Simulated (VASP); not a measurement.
Input of a VASP 6.6.1 run:

Contents of INCAR:

```
SYSTEM = W
PREC = Accurate ; ENCUT = 600
EDIFF = 1E-6 ; ISMEAR = -1
SIGMA = 0.1 ; LREAL = .False.
LASPH = .True. ; NELM = 150
ALGO = Normal ; ISIF = 3
LWAVE = .False. ; LCHARG = .False.
ISPIN = 2 ; MAGMOM = 0.2
LORBIT = 11 ; LMAXMIX = 4
GGA = PE ; IBRION = 2
NSW = 60 ; EDIFFG = -0.005
```

KPOINTS

```
regular mesh
0
Gamma
  19 19 19
  0 0 0
```

Contents of POSCAR:

```
W
1.0
   -1.5921819128      1.5921819128      1.5921819128
    1.5921819128     -1.5921819128      1.5921819128
    1.5921819128      1.5921819128     -1.5921819128
W
1
Direct
    0.0000000000      0.0000000000      0.0000000000
```

Potentials or basis: VASP PAW PBE potentials, release 64 (W_sv).

The run is started by

```sh
$ cat potpaw_PBE.64/W_sv/POTCAR > POTCAR
$ mpirun -np 1 vasp_std > vasp.out
```

Task: Estimate the net moment.

Result: 0.00 μB per cell.

Task: Estimate the band gap on the k mesh.

Result: Zero (filled and empty bands overlap).

Task: What does it give for the relaxed cell?

Result: a = 2.759 Å, b = 2.759 Å, c = 2.759 Å, α = 109.47°, β = 109.47°, γ = 109.47°.

Task: Predict the space group after relaxing (to 0.1 Å).

Result: Im-3m (No. 229).

Final structure:
```yaml
crystal:
  lattice:
    - [-1.59271, 1.59271, 1.59271]
    - [1.59271, -1.59271, 1.59271]
    - [1.59271, 1.59271, -1.59271]
  atoms:
    - { symbol: W, position: [0.00000, 0.00000, 0.00000] }
```

Caveat: spin-orbit coupling is left out, which moves the levels of the heavy elements.
